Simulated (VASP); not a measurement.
# ZnS in VASP: notebook

The runs below take ZnS through single point, with PBE, r2SCAN0, PBE-based screened hybrid with 25 % exact exchange.

All numbers are computed with VASP 6.6.1; they aren't measurements. Logs are shortened: lines on timing, memory, paths and dates and some standing lists are left out, and cuts for length are marked.

**What was measured.**

“Electronic, vibrational, and thermodynamic properties of ZnS (zincblende and rocksalt structure)”, 2009, arxiv:0911.5022 quotes, for a bulk crystal of ZnS at 19 K: band gap 3.85 eV (direct).

The runs below are set against these values where they give the same quantity.

### Step 1. The cell of the first run

The typed cell holds 2 atoms: a = 3.821 Å, b = 3.821 Å, c = 3.821 Å, α = 60.00°, β = 60.00°, γ = 60.00°.

### Step 2. Single point, PBE (atoms moved at random)

INCAR

```
  PREC = Accurate
  ENCUT = 520
  EDIFF = 1E-7
  ISMEAR = 0
  SIGMA = 0.02
  LREAL = F
  LASPH = T
  ALGO = Normal
  NELM = 100
  ISIF = 2
  LWAVE = F
  LCHARG = F
```

KPOINTS

```
k-points
0
Gamma
  7 7 7
```

POSCAR

```
ZnS
1.0
    0.0000000000      2.7020000000      2.7020000000
    2.7020000000      0.0000000000      2.7020000000
    2.7020000000      2.7020000000      0.0000000000
Zn S
1 1
Direct
    0.7495780000      0.7464650000      0.7534100000
    0.0026710000      0.0013520000     -0.0038670000
```

Potentials or basis: VASP PAW PBE potentials, release 64 (Zn, S).

The run is started by

```
> cat potpaw_PBE.64/Zn/POTCAR potpaw_PBE.64/S/POTCAR > POTCAR
> mpirun -np 1 vasp_std > vasp.out
```

OUTCAR:

```text
PREC = Accurate
   ENCUT = 520
   EDIFF = 1E-7
   ISMEAR = 0
   LREAL = F
   LASPH = T
   NELM = 100
   ISIF = 2

 Found    172 irreducible k-points:

 Following reciprocal coordinates:
            Coordinates               Weight
  0.000000  0.000000  0.000000      1.000000
  0.142857  0.000000  0.000000      2.000000
  0.000000  0.142857  0.000000      2.000000
  0.000000  0.000000  0.142857      2.000000
  0.142857  0.142857  0.142857      2.000000
  0.285714  0.000000  0.000000      2.000000
   k-points           NKPTS =    172   k-points in BZ     NKDIM =    172   number of bands    NBANDS=     13
   number of dos      NEDOS =    301   number of ions     NIONS =      2
   total plane-waves  NPLWV =  21952
   dimension x,y,z NGX =    28 NGY =   28 NGZ =   28
   dimension x,y,z NGXF=    56 NGYF=   56 NGZF=   56
   ions per type =               1   1
   NGX,Y,Z   is equivalent  to a cutoff of  12.18, 12.18, 12.18 a.u.
   NGXF,Y,Z  is equivalent  to a cutoff of  24.36, 24.36, 24.36 a.u.
 SYSTEM =  unknown system
   PREC   = accura    normal or accurate (medium, high low for compatibility)
   ISTART =      0    job   : 0-new  1-cont  2-samecut
   ICHARG =      2    charge: 1-file 2-atom 10-const
   ISPIN  =      1    spin polarized calculation?
   LNONCOLLINEAR =      F non collinear calculations
   LSORBIT =      F    spin-orbit coupling
   LASPH  =      T    aspherical Exc in radial PAW
   ENCUT  =  520.0 eV  38.22 Ry    6.18 a.u.   7.10  7.10  7.10*2*pi/ulx,y,z
   NELM   =    100;   NELMIN=  2; NELMDL= -5     # of ELM steps
   EDIFF  = 0.1E-06   stopping-criterion for ELM
   LREAL  =      F    real-space projection
   EDIFFG = 0.1E-05   stopping-criterion for IOM
   NSW    =      0    number of steps for IOM
   IBRION =     -1    ionic relax: 0-MD 1-quasi-New 2-CG
   NFREE  =      0    steps in history (QN), initial steepest desc. (CG)
   ISIF   =      2    stress and relaxation
   ISYM   =      2    0-nonsym 1-usesym 2-fastsym
   POTIM  = 0.5000    time-step for ionic-motion
   TEBEG  =    0.0;   TEEND  =   0.0 temperature during run

   SCALEE = 1.0000    scale energy and forces
   PSTRESS=    0.0 pullay stress
   NELECT =      18.0000    total number of electrons
   NUPDOWN=      -1.0000    fix difference up-down
   EMIN   =  10.00;   EMAX   =-10.00  energy-range for DOS
   EFERMI =   0.00;   METHOD = LEGACY
   ISMEAR =     0;   SIGMA  =   0.02  broadening in eV -4-tet -1-fermi 0-gaus
   EFERMI_NEDOS =   21; number of points for ismear=-14 and -15
   IALGO  =     38    algorithm
   IMIX   =      4    mixing-type and parameters
     AMIX     =   0.40;   BMIX     =  1.00
     AMIX_MAG =   1.60;   BMIX_MAG =  1.00
  volume/ion in A,a.u.               =      19.73       133.12
  Fermi-wavevector in a.u.,A,eV,Ry     =   1.260290  2.381602 21.610537  1.588330
  Thomas-Fermi vector in A             =   2.393807
   LORBIT       =      0    0 simple, 1 ext, 2 COOP (PROOUT), +10 PAW based schemes
   GGA     = PE    functional components
   LHFCALC =     F    Hartree Fock is set to
   AEXX    =    0.0000 exact exchange contribution
   IVDW    =     0    specifies the selected vdW correction
   LEPSILON=     F    determine dielectric tensor
   LRPA    =     F    only Hartree local field effects (RPA)

   CSHIFT  =0.1000    complex shift for real part using Kramers Kronig

   OMEGAMAX=  -1.0    maximum frequency
 non-spin polarized calculation
 Gauss-broadening in eV      SIGMA  =   0.02
  energy-cutoff  :      520.00
  volume of cell :       39.45
 maximum number of plane-waves:      1073
   NGX = 15   NGY = 15   NGZ = 15

 number of electron      18.0000001 magnetization

 Free energy of the ion-electron system (eV)
  ---------------------------------------------------
  ext. energy  EPLUGINS =         0.00000000
  ---------------------------------------------------
  free energy    TOTEN  =        -6.84461907 eV

  energy without entropy =       -6.84461907  energy(sigma->0) =       -6.84461907

 E-fermi :   2.2112     XC(G=0):  -9.6296

 val. band max:        2.1296877070   @ k =   0.0000   0.0000   0.0000
 cond. band min:       4.2221002338   @ k =   0.0000   0.0000   0.0000
 fundamental gap:      2.0924125268
 Fermi energy:         2.2111778993

 k-point     1 :       0.0000    0.0000    0.0000
  band No.  band energies     occupation
      1     -11.0335      2.00000
      2      -4.2491      2.00000
      3      -4.2367      2.00000
      4      -4.2129      2.00000
      5      -3.7348      2.00000
      6      -3.7346      2.00000
      7       2.0871      2.00000
      8       2.1034      2.00000
      9       2.1297      2.00000
     10       4.2221      0.00000
     11       8.4924      0.00000
     12       8.5056      0.00000
     13       8.5161      0.00000

 k-point     2 :       0.1429    0.0000    0.0000
  band No.  band energies     occupation
      1     -10.8820      2.00000
      2      -4.2414      2.00000
      3      -4.2121      2.00000
      4      -4.1876      2.00000
      5      -3.7370      2.00000
      6      -3.7366      2.00000
      7       0.7405      2.00000
      8       1.9010      2.00000
      9       1.9427      2.00000
     10       5.1807      0.00000
     11       8.4338      0.00000
     12       8.8024      0.00000
     13       8.8468      0.00000

 k-point     3 :       0.0000    0.1429    0.0000
  band No.  band energies     occupation
      1     -10.8817      2.00000
      2      -4.2450      2.00000
      3      -4.2087      2.00000
      4      -4.1867      2.00000
      5      -3.7371      2.00000
      6      -3.7368      2.00000
      7       0.7342      2.00000
      8       1.9058      2.00000
      9       1.9412      2.00000
     10       5.1823      0.00000
     11       8.4383      0.00000
     12       8.8067      0.00000
     13       8.8436      0.00000

 k-point     4 :       0.0000    0.0000    0.1429
  band No.  band energies     occupation
      1     -10.8837      2.00000
      2      -4.2236      2.00000
      3      -4.2148      2.00000
      4      -4.2060      2.00000
      5      -3.7361      2.00000
      6      -3.7358      2.00000
      7       0.7762      2.00000
      8       1.9027      2.00000
      9       1.9238      2.00000
     10       5.1695      0.00000
     11       8.4169      0.00000
     12       8.8049      0.00000
     13       8.8280      0.00000

 k-point     5 :       0.1429    0.1429    0.1429
  band No.  band energies     occupation
      1     -10.8826      2.00000
      2      -4.2317      2.00000
      3      -4.2202      2.00000
      4      -4.1904      2.00000
      5      -3.7368      2.00000
      6      -3.7362      2.00000
      7       0.7538      2.00000
      8       1.8954      2.00000
      9       1.9416      2.00000
     10       5.1769      0.00000
     11       8.4258      0.00000
     12       8.7989      0.00000
     13       8.8462      0.00000

 k-point     6 :       0.2857    0.0000    0.0000
  band No.  band energies     occupation
      1     -10.5060      2.00000
      2      -4.1664      2.00000
      3      -4.1502      2.00000
      4      -4.1334      2.00000
      5      -3.7313      2.00000
      6      -3.7290      2.00000
      7      -1.2090      2.00000
      8       1.5134      2.00000
      9       1.5749      2.00000
     10       5.5971      0.00000
     11       9.1172      0.00000
     12       9.2253      0.00000
     13       9.4269      0.00000

 [... further k-points ...]
[... 5 lines left out ...]
  --------------------------------------------------------------------------------------
  -------------------------------------------------------------------------------------
  Total        0.4409043      0.4400902      0.4372369     -0.1226551      0.0316825      0.0622760
  in kB       17.9047776     17.8717140     17.7558470     -4.9809285      1.2866007      2.5289776
  external PRESSURE =      17.8441128 kB  Pullay stress =       0.0000000 kB

 VOLUME and BASIS-vectors are now :
 -----------------------------------------------------------------------------
  energy-cutoff  :      520.00
  volume of cell :       39.45
      direct lattice vectors                 reciprocal lattice vectors
     0.000000000  2.702000000  2.702000000    -0.185048113  0.185048113  0.185048113
     2.702000000  0.000000000  2.702000000     0.185048113 -0.185048113  0.185048113
     2.702000000  2.702000000  0.000000000     0.185048113  0.185048113 -0.185048113

 POSITION                                       TOTAL-FORCE (eV/Angst)
 -----------------------------------------------------------------------------------
      4.05266      4.06107      4.04231        -0.032035     -0.062678      0.123876
      2.69520      2.69877      0.01087         0.032035      0.062678     -0.123876
 -----------------------------------------------------------------------------------
    total drift:                               -0.000018      0.000177     -0.000075

  FREE ENERGIE OF THE ION-ELECTRON SYSTEM (eV)
  ---------------------------------------------------
  free  energy   TOTEN  =        -6.8446190652 eV

  energy  without entropy=       -6.8446190652  energy(sigma->0) =       -6.84461907
```

Run time: 89 s. Hardware: 1 thread of Intel Xeon Platinum 8488C (Sapphire Rapids), shared host; peak memory 0.22 GiB.

Results:

* Free energy: -6.8446 eV
* Pressure: 1.8 GPa
* Largest force: 0.142 eV/Å
* Band gap on the k mesh: 2.09 eV

Forces in eV/Å, atoms in the order of the input:
```
Zn  -0.032 -0.063  0.124
S    0.032  0.063 -0.124
```

Stress tensor (GPa, compression positive):
```
 1.79 -0.50  0.25
-0.50  1.79  0.13
 0.25  0.13  1.78
```

Levels at points of the mesh, in eV from the valence-band top:
```
           k point  band 5  band 6  band 7  band 8  band 9  band 10  band 11  band 12  band 13
(0.00, 0.00, 0.00)   -5.86   -5.86   -0.04   -0.03    0.00     2.09     6.36     6.38     6.39
```

Caveat: the cell differs from its parent crystal (atoms moved at random).

### Step 3. Single point, r2SCAN0

POSCAR

```
ZnS
1.0
    0.0000000000      2.7020000000      2.7020000000
    2.7020000000      0.0000000000      2.7020000000
    2.7020000000      2.7020000000      0.0000000000
Zn S
1 1
Direct
    0.7500000000      0.7500000000      0.7500000000
    0.0000000000      0.0000000000      0.0000000000
```

INCAR.step1

```
SYSTEM = ZnS
PREC = Accurate ; ENCUT = 520
EDIFF = 1E-5 ; ISMEAR = -1
SIGMA = 0.05 ; LREAL = .False.
LASPH = .True. ; NELM = 100
ALGO = Normal ; ISIF = 2
LWAVE = .True. ; LCHARG = .False.
NBANDS = 16 ; GGA = PE
```

INCAR.step2

```
SYSTEM = ZnS
PREC = Accurate ; ENCUT = 520
EDIFF = 1E-7 ; ISMEAR = -1
SIGMA = 0.05 ; LREAL = .False.
LASPH = .True. ; NELM = 100
ALGO = Normal ; ISIF = 2
LWAVE = .False. ; LCHARG = .False.
METAGGA = R2SCAN ; LHFCALC = .True.
AEXX = 0.25 ; LMIXTAU = .True.
PRECFOCK = Normal ; NBANDS = 16
ISTART = 1
```

KPOINTS

```
regular mesh
0
Gamma
  5 5 5
  0 0 0
```

Potentials or basis: VASP PAW PBE potentials, release 64 (Zn, S).

The run is started by

```
> cat potpaw_PBE.64/Zn/POTCAR potpaw_PBE.64/S/POTCAR > POTCAR
> cp INCAR.step1 INCAR
> mpirun -np 1 vasp_std > vasp.out
> cp INCAR.step2 INCAR
> mpirun -np 1 vasp_std > vasp.out
```

It took 81 min on 1 thread of AMD EPYC 7R13 (Zen 3), shared host; peak memory 0.14 GiB.

It converged, with:

* Free energy: -18.1164 eV
* Pressure: -0.6 GPa
* Band gap on the k mesh: 4.38 eV

Levels at points of the mesh, in eV from the valence-band top:
```
           k point  band 6  band 7  band 8  band 9  band 10  band 11  band 12  band 13
(0.00, 0.00, 0.00)   -7.57    0.00    0.00    0.00     4.38     8.76     8.76     8.76
```

Caveat: the PAW data sets were made with another functional, which shifts forces and pressure a little.

### Step 4. Single point, r2SCAN0

This run uses another cell than the first one, of 20.12 Å³/atom.

POSCAR

```
ZnS
1.0
    0.0000000000      2.7198945612      2.7198945612
    2.7198945612      0.0000000000      2.7198945612
    2.7198945612      2.7198945612      0.0000000000
Zn S
1 1
Direct
    0.7500000000      0.7500000000      0.7500000000
    0.0000000000      0.0000000000      0.0000000000
```

INCAR.step1

```
  PREC = Accurate
  ENCUT = 520
  EDIFF = 1E-5
  ISMEAR = -1
  SIGMA = 0.05
  LREAL = False
  LASPH = True
  NELM = 80
  ALGO = Normal
  ISIF = 2
  LWAVE = True
  GGA = PE
  NBANDS = 16
```

INCAR.step2

```
  PREC = Accurate
  ENCUT = 520
  EDIFF = 1E-6
  ISMEAR = -1
  SIGMA = 0.05
  LREAL = False
  LASPH = True
  NELM = 80
  ALGO = Normal
  ISIF = 2
  LWAVE = False
  LCHARG = True
  METAGGA = R2SCAN
  LHFCALC = True
  AEXX = 0.25
  LMIXTAU = True
  PRECFOCK = Normal
  LELF = True
  LVHAR = True
  ISTART = 1
  NBANDS = 16
```

KPOINTS

```
regular mesh
0
Gamma
  5 5 5
```

The run is started by

```
> cat potpaw_PBE.64/Zn/POTCAR potpaw_PBE.64/S/POTCAR > POTCAR
> cp INCAR.step1 INCAR
> mpirun -np 1 vasp_std > vasp.out
> cp INCAR.step2 INCAR
> mpirun -np 1 vasp_std > vasp.out
```

It took 31 min on 1 thread of AMD EPYC 7R13 (Zen 3), shared host; peak memory 0.15 GiB.

It converged, with:

| Item | Value |
| --- | --- |
| Free energy | -18.1101 eV |
| Pressure | -2.1 GPa |
| Band gap on the k mesh | 4.28 eV |

Levels at points of the mesh, in eV from the valence-band top:
```csv
k point,band 5,band 6,band 7,band 8,band 9,band 10,band 11,band 12,band 13,band 14
"(0.00, 0.00, 0.00)",-7.53,-7.53,0.00,0.00,0.00,4.28,8.76,8.77,8.77,14.27
```

Caveat: the PAW data sets were made with another functional, which shifts forces and pressure a little.

### Step 5. Single point, r2SCAN0

This run uses another cell than the first one, of 20.52 Å³/atom.

POSCAR

```
ZnS
1.0
    0.0000000000      2.7375567091      2.7375567091
    2.7375567091      0.0000000000      2.7375567091
    2.7375567091      2.7375567091      0.0000000000
Zn S
1 1
Direct
    0.7500000000      0.7500000000      0.7500000000
    0.0000000000      0.0000000000      0.0000000000
```

INCAR.step1

```
PREC     = Accurate       # precision mode
ENCUT    = 520            # plane-wave cutoff, eV
EDIFF    = 1E-5           # SCF threshold, eV
ISMEAR   = -1             # smearing method
SIGMA    = 0.05           # smearing width, eV
LREAL    = False          # projectors in reciprocal space
LASPH    = True           # aspherical terms in the spheres
NELM     = 100            # most SCF steps
ALGO     = Normal         # electronic algorithm
ISIF     = 2              # what is computed and relaxed
LWAVE    = True           # write WAVECAR
GGA      = PE             # functional
NBANDS   = 16             # bands
```

INCAR.step2

```
PREC     = Accurate       # precision mode
ENCUT    = 520            # plane-wave cutoff, eV
EDIFF    = 1E-6           # SCF threshold, eV
ISMEAR   = -1             # smearing method
SIGMA    = 0.05           # smearing width, eV
LREAL    = False          # projectors in reciprocal space
LASPH    = True           # aspherical terms in the spheres
NELM     = 100            # most SCF steps
ALGO     = Normal         # electronic algorithm
ISIF     = 2              # what is computed and relaxed
LWAVE    = False          # write WAVECAR
LCHARG   = True           # write CHGCAR
METAGGA  = R2SCAN         # meta-GGA
LHFCALC  = True           # exact exchange
AEXX     = 0.25           # exact-exchange fraction
LMIXTAU  = True         
PRECFOCK = Normal       
LELF     = True           # ELF
LVHAR    = True         
ISTART   = 1            
NBANDS   = 16             # bands
```

KPOINTS

```
Automatic mesh
0
Gamma
  5 5 5
```

The run is started by

```
> cat potpaw_PBE.64/Zn/POTCAR potpaw_PBE.64/S/POTCAR > POTCAR
> cp INCAR.step1 INCAR
> mpirun -np 1 vasp_std > vasp.out
> cp INCAR.step2 INCAR
> mpirun -np 1 vasp_std > vasp.out
```

It took 22 min on 1 thread of AMD EPYC 7R13 (Zen 3), shared host; peak memory 0.16 GiB.

The run converged. Its results:

```yaml
Free_energy: -18.0966 eV
Pressure: -3.4 GPa
Band_gap_on_the_k_mesh: 4.18 eV
```

Levels at points of the mesh, in eV from the valence-band top:
```tsv
k point	band 6	band 7	band 8	band 9	band 10	band 11	band 12	band 13
(0.00, 0.00, 0.00)	-7.50	0.00	0.00	0.00	4.18	8.77	8.77	8.77
```

Caveat: the cell stands under tension; the PAW data sets were made with another functional, which shifts forces and pressure a little.

### Step 6. Single point, PBE-based screened hybrid with 25 % exact exchange

This run uses another cell than the first one, of 20.91 Å³/atom.

POSCAR

```
ZnS
1.0
    0.0000000000      2.7549938462      2.7549938462
    2.7549938462      0.0000000000      2.7549938462
    2.7549938462      2.7549938462      0.0000000000
Zn S
1 1
Direct
    0.7500000000      0.7500000000      0.7500000000
    0.0000000000      0.0000000000      0.0000000000
```

INCAR.step1

```
SYSTEM = ZnS
ALGO = Normal ; EDIFF = 1E-5
ENCUT = 520 ; GGA = PE
ISIF = 2 ; ISMEAR = -1
LASPH = .True. ; LREAL = .False.
LWAVE = .True. ; NBANDS = 16
NELM = 60 ; PREC = Accurate
SIGMA = 0.05
```

INCAR.step2

```
SYSTEM = ZnS
AEXX = 0.25 ; ALGO = Normal
EDIFF = 1E-6 ; ENCUT = 520
GGA = PE ; HFSCREEN = 0.3
ISIF = 2 ; ISMEAR = -1
ISTART = 1 ; LASPH = .True.
LCHARG = .True. ; LELF = .True.
LHFCALC = .True. ; LREAL = .False.
LVHAR = .True. ; LWAVE = .False.
NBANDS = 16 ; NELM = 60
PREC = Accurate ; PRECFOCK = Normal
SIGMA = 0.05
```

KPOINTS

```
k-points
0
Gamma
  5 5 5
  0 0 0
```

Potentials or basis: VASP PAW PBE potentials, release 64 (Zn, S).

The run is started by

```
> cat potpaw_PBE.64/Zn/POTCAR potpaw_PBE.64/S/POTCAR > POTCAR
> cp INCAR.step1 INCAR
> mpirun -np 1 vasp_std > vasp.out
> cp INCAR.step2 INCAR
> mpirun -np 1 vasp_std > vasp.out
```

It took 7.8 min on 1 thread of Intel Xeon 6975P-C (Granite Rapids), shared host; peak memory 0.27 GiB.

Results (log left out):

| Quantity | Value |
| --- | --- |
| Free energy | -8.1290 eV |
| Pressure | -3.0 GPa |
| Band gap on the k mesh | 2.85 eV |

Levels at points of the mesh, in eV from the valence-band top:
```
           k point  band 5  band 6  band 7  band 8  band 9  band 10  band 11  band 12  band 13  band 14
(0.00, 0.00, 0.00)   -7.23   -7.23    0.00    0.00    0.00     2.85     7.46     7.46     7.46    12.78
```

Caveat: the PAW data sets were made with another functional, which shifts forces and pressure a little.

### Step 7. Overview

| level | cell | k mesh | smearing | dipole correction | grid for exact exchange (PRECFOCK) | share of exact exchange | screening parameter | gap on the mesh (eV) | pressure (GPa) |
| --- | --- | --- | --- | --- | --- | --- | --- | --- | --- |
| PBE | a = 3.821 Å, angles 60.0°, 2 atoms, atomic positions A | 7 × 7 × 7 | gaussian 0.02 eV | - | - | - | - | 2.09 | 1.8 |
| r2SCAN0 | a = 3.821 Å, angles 60.0°, 2 atoms, atomic positions B | 5 × 5 × 5 | fermi-dirac 0.05 eV | no | Normal | 0.25 | - | 4.38 | -0.6 |
| r2SCAN0 | a = 3.847 Å, angles 60.0°, 2 atoms, atomic positions B | 5 × 5 × 5 | fermi-dirac 0.05 eV | no | Normal | 0.25 | - | 4.28 | -2.1 |
| r2SCAN0 | a = 3.871 Å, angles 60.0°, 2 atoms, atomic positions B | 5 × 5 × 5 | fermi-dirac 0.05 eV | no | Normal | 0.25 | - | 4.18 | -3.4 |
| PBE-based screened hybrid with 25 % exact exchange | a = 3.896 Å, angles 60.0°, 2 atoms, atomic positions B | 5 × 5 × 5 | fermi-dirac 0.05 eV | no | Normal | 0.25 | 0.3 1/Å | 2.85 | -3.0 |

Alike in all rows: task single point; potentials or basis VASP PAW PBE potentials, release 64 (Zn, S); no spin polarisation; cutoff (eV) 520.

Caveats: the PAW data sets were made with another functional, which shifts forces and pressure a little (at least some runs); the cell stands under tension (at least some runs).

Absolute energies hang on the potentials; compare differences alone.

### Step 8. How close it comes

Step 3. Measured gap of ZnS: 3.85 eV (direct; 19 K; quoted in “Electronic, vibrational, and thermodynamic properties of ZnS (zincblende and rocksalt structure)”, 2009, arxiv:0911.5022). This calculation gives 4.38 eV (+0.53 eV). The value is that of r2SCAN0, without temperature or zero-point motion.
